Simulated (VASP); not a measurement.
# Sn (I4/mmm) in VASP: a series of runs, part 2 of 2

VASP 6.6.1.

**3. Single point, PBEsol**

Input file INCAR:

```
SYSTEM = Sn
ALGO = Normal
EDIFF = 1E-6
ENCUT = 500
GGA = PS
GGA_COMPAT = .FALSE.
ISIF = 2
ISMEAR = -1
LASPH = .TRUE.
LCHARG = .FALSE.
LREAL = .FALSE.
LWAVE = .FALSE.
NBANDS = 13
NELM = 120
PREC = Accurate
SIGMA = 0.05
```

Input file KPOINTS:

```
k-points
0
G
  10 10 10
  0 0 0
```

Input file POSCAR:

```
Sn
1.0
   -2.0091969095      2.0091969095      1.6939751894
    2.0091969095     -2.0091969095      1.6939751894
    2.0091969095      2.0091969095     -1.6939751894
Sn
1
Direct
    0.0000000000      0.0000000000      0.0000000000
```

Potentials or basis: VASP PAW PBE potentials, release 64 (Sn_d).

Command:

```sh
cat potpaw_PBE.64/Sn_d/POTCAR > POTCAR
mpirun -np 1 vasp_std > vasp.out
```

Run time: 32 s. Hardware: 1 thread of Intel Xeon 8259CL, shared host; peak memory 0.16 GiB.

The run converged. Its results:

| Property | Result |
| --- | --- |
| Free energy | -4.2275 eV |
| Pressure | -2.2 GPa |
| Band gap on the k mesh | zero (bands 7 and 8 overlap by 9.09 eV) |

Stress tensor (GPa, compression positive):
```
-1.87  0.00  0.00
 0.00 -1.87  0.00
 0.00  0.00 -2.73
```

Levels at points of the mesh, in eV from the Fermi level:
| k point | band 3 | band 4 | band 5 | band 6 | band 7 | band 8 | band 9 | band 10 | band 11 | band 12 |
| --- | --- | --- | --- | --- | --- | --- | --- | --- | --- | --- |
| (0.00, 0.00, 0.00) | -21.35 | -21.32 | -21.22 | -11.01 | 7.04 | 7.04 | 9.05 | 10.65 | 11.81 | 12.37 |
| (0.50, 0.00, 0.00) | -21.26 | -21.21 | -21.17 | -5.86 | -4.16 | 3.15 | 4.50 | 7.30 | 7.53 | 13.94 |
| (0.50, 0.50, 0.00) | -21.30 | -21.26 | -21.18 | -7.11 | -4.61 | 5.41 | 7.46 | 10.00 | 10.51 | 12.16 |
| (0.50, 0.50, 0.50) | -21.20 | -21.20 | -21.16 | -3.17 | -1.38 | -1.38 | 2.05 | 3.19 | 5.66 | 18.75 |

Caveat: the PAW data sets were made with another functional, which shifts forces and pressure a little; spin-orbit coupling is left out, which moves the levels of the heavy elements.

**4. Single point, PBEsol**

Input file INCAR:

```
SYSTEM = Sn
ALGO     = Normal         ! electronic algorithm
EDIFF    = 1E-6           ! SCF threshold, eV
ENCUT    = 500            ! plane-wave cutoff, eV
GGA      = PS             ! functional
GGA_COMPAT= .False.      
ISIF     = 2              ! what is computed and relaxed
ISMEAR   = -1             ! smearing method
LASPH    = .True.         ! aspherical terms in the spheres
LCHARG   = .True.         ! write CHGCAR
LELF     = .True.         ! ELF
LREAL    = .False.        ! projectors in reciprocal space
LVHAR    = .True.       
LWAVE    = .False.        ! write WAVECAR
NBANDS   = 13             ! bands
NELM     = 120            ! most SCF steps
PREC     = Accurate       ! precision mode
SIGMA    = 0.05           ! smearing width, eV
```

Input file KPOINTS:

```
k-points
0
Gamma
  10 10 10
  0 0 0
```

Input file POSCAR:

```
Sn
1.0
   -1.9897839237      1.9897839237      1.7271903892
    1.9897839237     -1.9897839237      1.7271903892
    1.9897839237      1.9897839237     -1.7271903892
Sn
1
Direct
    0.0000000000      0.0000000000      0.0000000000
```

Potentials or basis: VASP PAW PBE potentials, release 64 (Sn_d).

Command:

```sh
cat potpaw_PBE.64/Sn_d/POTCAR > POTCAR
mpirun -np 1 vasp_std > vasp.out
```

OUTCAR:

```text
SYSTEM = Sn
   EDIFF = 1E-6
   ENCUT = 500
   GGA = PS
   ISIF = 2
   ISMEAR = -1
   LASPH = .True.
   LREAL = .False.
   NELM = 120
   PREC = Accurate

 ion  position               nearest neighbor table
   1  0.000  0.000  0.000-

  LATTYP: Found a body centered tetragonal cell.
 ALAT       =     3.9795678474
 C/A-ratio  =     0.8680291205

  Lattice vectors:

 A1 = (  -1.9897839237,   1.9897839237,   1.7271903892)
 A2 = (   1.9897839237,  -1.9897839237,   1.7271903892)
 A3 = (   1.9897839237,   1.9897839237,  -1.7271903892)

Analysis of symmetry for initial positions (statically):
=====================================================================
 Subroutine PRICEL returns:
 Original cell was already a primitive cell.

 Routine SETGRP: Setting up the symmetry group for a
 body centered tetragonal supercell.

 Subroutine GETGRP returns: Found 16 space group operations
 (whereof 16 operations were pure point group operations)
 out of a pool of 16 trial point group operations.

The static configuration has the point symmetry D_4h.

Analysis of symmetry for dynamics (positions and initial velocities):
[... 170 lines left out ...]
      6      -3.2154      2.00000
      7      15.0567      0.00000
      8      15.0567      0.00000
      9      16.5867      0.00000
     10      18.7766      0.00000
     11      19.9812      0.00000
     12      19.9973      0.00000
     13      19.9973      0.00000
[... 354 lines left out ...]
  band No.  band energies     occupation
      1     -13.6032      2.00000
      2     -13.5201      2.00000
      3     -13.4936      2.00000
      4     -13.4598      2.00000
      5     -13.4370      2.00000
      6       1.9014      2.00000
      7       5.2261      2.00000
      8       6.4831      2.00000
      9      12.1392      0.00000
     10      17.4921      0.00000
     11      19.5810      0.00000
     12      22.3732      0.00000
     13      24.2796      0.00000

 [... further k-points ...]

------------------------ aborting loop because EDIFF is reached ----------------------------------------

  FORCE on cell =-STRESS in cart. coord.  units (eV):
  Direction    XX          YY          ZZ          XY          YZ          ZX
  --------------------------------------------------------------------------------------
  -------------------------------------------------------------------------------------
  Total       -0.3236706     -0.3236706     -0.4933397      0.0000000      0.0000000      0.0000000
  in kB      -18.9584071    -18.9584071    -28.8964595      0.0000000      0.0000000      0.0000000
  external PRESSURE =     -22.2710912 kB  Pullay stress =       0.0000000 kB

 VOLUME and BASIS-vectors are now :
 -----------------------------------------------------------------------------
  energy-cutoff  :      500.00
  volume of cell :       27.35
      direct lattice vectors                 reciprocal lattice vectors
    -1.989783924  1.989783924  1.727190389     0.000000000  0.251283566  0.289487484
     1.989783924 -1.989783924  1.727190389     0.251283566  0.000000000  0.289487484
     1.989783924  1.989783924 -1.727190389     0.251283566  0.251283566  0.000000000

 POSITION                                       TOTAL-FORCE (eV/Angst)
 -----------------------------------------------------------------------------------
      0.00000      0.00000      0.00000         0.000000      0.000000     -0.000000
 -----------------------------------------------------------------------------------
    total drift:                               -0.000000      0.000000      0.000000

  FREE ENERGIE OF THE ION-ELECTRON SYSTEM (eV)
  ---------------------------------------------------
  free  energy   TOTEN  =        -4.2242426096 eV

  energy  without entropy=       -4.2186539956  energy(sigma->0) =       -4.22144830
```

stdout:

```text
POSCAR found type information on POSCAR Sn
 POSCAR found :  1 types and       1 ions
 scaLAPACK will be used
 -----------------------------------------------------------------------------
|                                                                             |
|                                                                             |
|     You enforced a specific xc type in the INCAR file but a different       |
|     I HOPE YOU KNOW WHAT YOU ARE DOING!                                     |
|                                                                             |
 -----------------------------------------------------------------------------

 LDA part: xc-table for (Slater+PW92), standard interpolation
 POSCAR, INCAR and KPOINTS ok, starting setup
 FFT: planning ... GRIDC
 FFT: planning ... GRID_SOFT
 FFT: planning ... GRID
 WAVECAR not read
 entering main loop
```

Wall time 35 s (1 thread of Intel Xeon 8259CL, shared host); peak memory 0.16 GiB.

Results:

```yaml
Free_energy: -4.2242 eV
Pressure: -2.2 GPa
Band_gap_on_the_k_mesh: zero (bands 7 and 8 overlap by 9.36 eV)
```

Caveat: the PAW data sets were made with another functional, which shifts forces and pressure a little; spin-orbit coupling is left out, which moves the levels of the heavy elements.

**5. The runs side by side**

| cell | gap on the mesh (eV) | pressure (GPa) |
| --- | --- | --- |
| a = 3.324 Å, angles 103.9, 103.9, 121.4°, 1 atom | none | -1.6 |
| a = 3.308 Å, angles 105.2, 105.2, 118.4°, 1 atom | none | -2.2 |
| a = 3.302 Å, angles 105.9, 105.9, 116.9°, 1 atom | none | -2.2 |

Alike in all rows: task single point; level PBEsol; potentials or basis VASP PAW PBE potentials, release 64 (Sn_d); no spin polarisation; k mesh 10 × 10 × 10; cutoff (eV) 500; smearing fermi-dirac 0.05 eV.

Caveats: the PAW data sets were made with another functional, which shifts forces and pressure a little; spin-orbit coupling is left out, which moves the levels of the heavy elements.

Total energies depend on the potentials used, so only differences within one code and one set of settings carry meaning.
